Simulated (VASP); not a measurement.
Input of a VASP 6.6.1 run:

INCAR

```
SYSTEM = Se
  PREC = Accurate
  ENCUT = 520
  EDIFF = 1E-8
  ISMEAR = -1
  SIGMA = 0.03
  LREAL = .False.
  LASPH = .True.
  NELM = 60
  ALGO = Normal
  ISIF = 2
  LWAVE = .False.
  LCHARG = .False.
  GGA = PS
  LEFG = .True.
  NBANDS = 16
```

Contents of KPOINTS:

```
regular mesh
0
Gamma
  6 6 5
  0 0 0
```

Contents of POSCAR:

```
Se
1.0
    4.3661999489      0.0000000000      0.0000000000
   -2.1830999745      3.7812400738      0.0000000000
    0.0000000000      0.0000000000      4.9536000000
Se
3
Direct
    0.2254000000      0.0000000000      0.3333333333
    0.0000000000      0.2254000000      0.6666666667
    0.7746000000      0.7746000000      0.0000000000
```

Potentials or basis: VASP PAW PBE potentials, release 64 (Se).

Launch:

```bash
$ cat potpaw_PBE.64/Se/POTCAR > POTCAR
$ mpirun -np 1 vasp_std > vasp.out
```

Q: Estimate the largest force.

A: 0.331 eV/Å.

Q: Estimate the pressure.

A: 0.4 GPa.

Q: Estimate the band gap on the k mesh.

A: 1.23 eV (least direct gap 1.46 eV).

Forces in eV/Å, atoms in the order of the input:
```
Se   0.331  0.000  0.000
Se  -0.166  0.287  0.000
Se  -0.166 -0.287  0.000
```

Caveat: without QUAD_EFG the Cq values of the log hold for a quadrupole moment of 1 mb, not for the nuclei; the PAW data sets were made with another functional, which shifts forces and pressure a little; an odd mesh through Γ misses points on the zone boundary, where band edges can lie. PBEsol gaps usually lie below the measured ones, often by a third to a half.
